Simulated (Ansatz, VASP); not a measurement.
**Two plane-wave programs on Cd2Si3**

File INCAR:

```
SYSTEM = Cd2Si3
PREC = Accurate ; ENCUT = 600
EDIFF = 1E-6 ; ISMEAR = 0
SIGMA = 0.1 ; LREAL = .FALSE.
LASPH = .TRUE. ; NELM = 80
ALGO = Normal ; ISIF = 3
LWAVE = .FALSE. ; LCHARG = .FALSE.
GGA = PE ; IBRION = 2
NSW = 90 ; EDIFFG = -0.04
```

Contents of KPOINTS:

```
Automatic mesh
0
G
  6 6 6
  0 0 0
```

The input POSCAR:

```
Cd2Si3
1.0
    1.8003376695      1.0394254381      8.3454783297
   -1.8003376695      1.0394254381      8.3454783297
    0.0000000000     -2.0788508762      8.3454783297
Cd Si
2 3
Direct
    0.4000000000      0.4000000000      0.4000000000
    0.6000000000      0.6000000000      0.6000000000
    0.0000000000      0.0000000000      0.0000000000
    0.2095000000      0.2095000000      0.2095000000
    0.7905000000      0.7905000000      0.7905000000
```

Input for Ansatz:

```yaml
crystal:
  lattice:
    - [1.8003376695, 1.0394254381, 8.3454783297]
    - [-1.8003376695, 1.0394254381, 8.3454783297]
    - [0.0, -2.0788508762, 8.3454783297]
  atoms:
    - { symbol: Cd, position: [0.4, 0.4, 0.4] }
    - { symbol: Cd, position: [0.6, 0.6, 0.6] }
    - { symbol: Si, position: [0.0, 0.0, 0.0] }
    - { symbol: Si, position: [0.2095, 0.2095, 0.2095] }
    - { symbol: Si, position: [0.7905, 0.7905, 0.7905] }
basis:
  ecutwfc: 420
kpoints:
  mp_grid: { grid: [6, 6, 6] }
hamiltonian:
  xc: pbe
scf:
  occupations: { method: gaussian, width: 0.1 }
  lower_state_search: "off"
output:
  forces: true
  stress: true
  eigenvalues: true
relax:
  adjacent_minimum: "off"
  f_tol: 0.04
  max_steps: 70
  cell: { stress_tol: 0.4 }
```

Alike in both runs: task relaxation of cell and atoms; functional PBE; k mesh 6 × 6 × 6; occupations gaussian, width 0.1 eV; no spin polarisation.

|  | VASP | Ansatz |
| --- | --- | --- |
| version | VASP 6.6.1 | Ansatz 0.2.0 |
| potentials or method | VASP PAW PBE potentials, release 64 (Cd, Si), cutoff 600 eV | scalar-relativistic, plane waves, PAW |
| valence electrons in the cell | 36 | 52 |

|  | VASP | Ansatz | Ansatz less VASP |
| --- | --- | --- | --- |
| gap on the k mesh at the Fermi level, each at its own relaxed structure (eV) | none | none | - |
| relaxed volume (Å³/atom) | 20.70 | 20.11 | -0.583 |
| relaxed cell length with the largest relative difference (Å) | 8.845 | 9.540 | +0.6952 |

A gap of «none» marks a metal or a gap that the smearing closes. One of these differences is far larger than is usual between the two programs; its cause wasn't traced. VASP's potentials hold 36 valence electrons a cell and Ansatz's 52, so a difference there can come from the potentials and not from the codes.
